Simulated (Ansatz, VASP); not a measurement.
Two plane-wave programs on AlNi3

File INCAR:

```
SYSTEM = AlNi3
  PREC = Accurate
  ENCUT = 520
  EDIFF = 1E-6
  ISMEAR = 0
  SIGMA = 0.15
  LREAL = .False.
  LASPH = .True.
  NELM = 80
  ALGO = Fast
  ISIF = 2
  LWAVE = .False.
  LCHARG = .False.
  GGA = PS
  NBANDS = 24
```

File KPOINTS:

```
regular mesh
0
Gamma
  14 14 14
  0 0 0
```

Contents of POSCAR:

```
AlNi3
1.0
   -0.2695310996      2.7142080099      2.7142080099
    2.7142080099     -0.2695310996      2.7142080099
    2.7142080099      2.7142080099     -0.2695310996
Al Ni
1 3
Direct
    0.5000000000      0.5000000000      0.5000000000
    0.2500000000      0.2500000000      0.2500000000
    0.0000000000      0.0000000000      0.0000000000
    0.7500000000      0.7500000000      0.7500000000
```

Input for Ansatz:

```yaml
crystal:
  lattice:
    - [-0.2695310996, 2.7142080099, 2.7142080099]
    - [2.7142080099, -0.2695310996, 2.7142080099]
    - [2.7142080099, 2.7142080099, -0.2695310996]
  atoms:
    - { symbol: Al, position: [0.5, 0.5, 0.5] }
    - { symbol: Ni, position: [0.25, 0.25, 0.25] }
    - { symbol: Ni, position: [0.0, 0.0, 0.0] }
    - { symbol: Ni, position: [0.75, 0.75, 0.75] }
basis:
  ecutwfc: 520.0
kpoints:
  mp_grid: { grid: [14, 14, 14] }
hamiltonian:
  xc: pbesol
  pseudopotentials: { kind: paw, azcp: { folder: soft_1 } }
scf:
  occupations: { method: gaussian, width: 0.15 }
output:
  forces: true
  stress: true
  eigenvalues: true
```

Alike in both runs: task single point; functional PBEsol; k mesh 14 × 14 × 14; occupations gaussian, width 0.15 eV; no spin polarisation.

|  | VASP | Ansatz |
| --- | --- | --- |
| version | VASP 6.6.1 | Ansatz 0.2.0 |
| potentials or method | VASP PAW PBE potentials, release 64 (Al, Ni), cutoff 520 eV | scalar-relativistic, plane waves, PAW |
| valence electrons in the cell | 33 | 57 |

```csv
,VASP,Ansatz,Ansatz less VASP
gap on the k mesh at the Fermi level (eV),none,none,-
pressure (GPa),-3.1,-3.2,-0.15
"traceless stress, the component that is largest in VASP (GPa)",16.36,16.46,+0.100
rms of the force components (eV/Å),0.083,0.092,+0.0091
```

VASP's potentials were made for PBE, not for PBEsol, and Ansatz warns of the same on its side. Atom by atom the forces differ by 0.009 eV/Å (rms over components). A gap of «none» marks a metal or a gap that the smearing closes. The functional is the same, so the differences come from potentials, cutoffs and numerics. VASP's potentials hold 33 valence electrons a cell and Ansatz's 57, so a difference there can come from the potentials and not from the codes.
